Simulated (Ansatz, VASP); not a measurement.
Two plane-wave programs on BN

INCAR

```
SYSTEM = BN
ALGO = Normal
EDIFF = 1E-6
ENCUT = 520
GGA = PE
ISIF = 2
ISMEAR = 0
LASPH = .True.
LCHARG = .False.
LREAL = .False.
LWAVE = .False.
NBANDS = 16
NELM = 60
PREC = Accurate
SIGMA = 0.01
```

The input KPOINTS:

```
k-points
0
Gamma
  9 9 6
  0 0 0
```

Contents of POSCAR:

```
BN
1.0
    2.5545044047      0.0000000000      0.0000000000
   -1.2772522023      2.2122657085      0.0000000000
    0.0000000000      0.0000000000      4.2245317610
B N
2 2
Direct
    0.6666666667      0.3333333333      0.0001896661
    0.3333333333      0.6666666667      0.5001896661
    0.6666666667      0.3333333333      0.3748103339
    0.3333333333      0.6666666667      0.8748103339
```

Input for Ansatz:

```yaml
crystal:
  lattice:
    - [2.5545044047, 0.0, 0.0]
    - [-1.2772522023, 2.2122657085, 0.0]
    - [0.0, 0.0, 4.224531761]
  atoms:
    - { symbol: B, position: [0.6666666667, 0.3333333333, 0.0001896661] }
    - { symbol: B, position: [0.3333333333, 0.6666666667, 0.5001896661] }
    - { symbol: "N", position: [0.6666666667, 0.3333333333, 0.3748103339] }
    - { symbol: "N", position: [0.3333333333, 0.6666666667, 0.8748103339] }
kpoints:
  mp_grid: { grid: [9, 9, 6] }
hamiltonian:
  xc: pbe
scf:
  occupations: { method: fixed }
  n_extra_bands: 5
output:
  forces: true
  stress: true
  eigenvalues: true
```

Alike in both runs: task single point; functional PBE; k mesh 9 × 9 × 6; no spin polarisation.

|  | VASP | Ansatz |
| --- | --- | --- |
| version | VASP 6.6.1 | Ansatz 0.2.0 |
| potentials or method | VASP PAW PBE potentials, release 64 (B, N) | plane waves, PAW |
| plane-wave cutoff (eV) | 520 | 420 |
| occupations | gaussian, width 0.01 eV | fixed |
| valence electrons in the cell | 16 | 16 |

|  | VASP | Ansatz | Ansatz less VASP |
| --- | --- | --- | --- |
| gap on the k mesh at the Fermi level (eV) | 5.21 | 5.23 | +0.017 |
| pressure (GPa) | 0.2 | 0.0 | -0.24 |
